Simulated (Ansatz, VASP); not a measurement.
## Two plane-wave programs on Si3C2

```
CELL_PARAMETERS angstrom
-1.36044 1.36044 9.61974
1.36044 -1.36044 9.61974
1.36044 1.36044 -9.61974
ATOMIC_POSITIONS crystal
Si 0.50000 0.50000 0.00000
Si 0.70000 0.70000 0.00000
Si 0.30000 0.30000 0.00000
C 0.90000 0.90000 0.00000
C 0.10000 0.10000 0.00000
```

Alike in both runs: task single point; functional PBE; k mesh 8 × 8 × 8; occupations gaussian, width 0.1 eV; no spin polarisation.

|  | VASP | Ansatz |
| --- | --- | --- |
| version | VASP 6.6.1 | Ansatz 0.2.0 |
| potentials or method | VASP PAW PBE potentials, release 64 (Si, C), cutoff 520 eV | scalar-relativistic, plane waves, PAW |
| valence electrons in the cell | 20 | 20 |

```csv
,VASP,Ansatz,Ansatz less VASP
gap on the k mesh at the Fermi level (eV),none,none,-
pressure (GPa),-15.9,-15.9,-0.01
"traceless stress, the component that is largest in VASP (GPa)",-5.54,-5.56,-0.019
rms of the force components (eV/Å),0.522,0.524,+0.0016
```

Atom by atom the forces differ by 0.002 eV/Å (rms over components). A gap of «none» marks a metal or a gap that the smearing closes. With one functional, cell and mesh, what is left measures potentials, basis and numerics.

The k mesh is coarse, so the values compare programs but aren't converged.
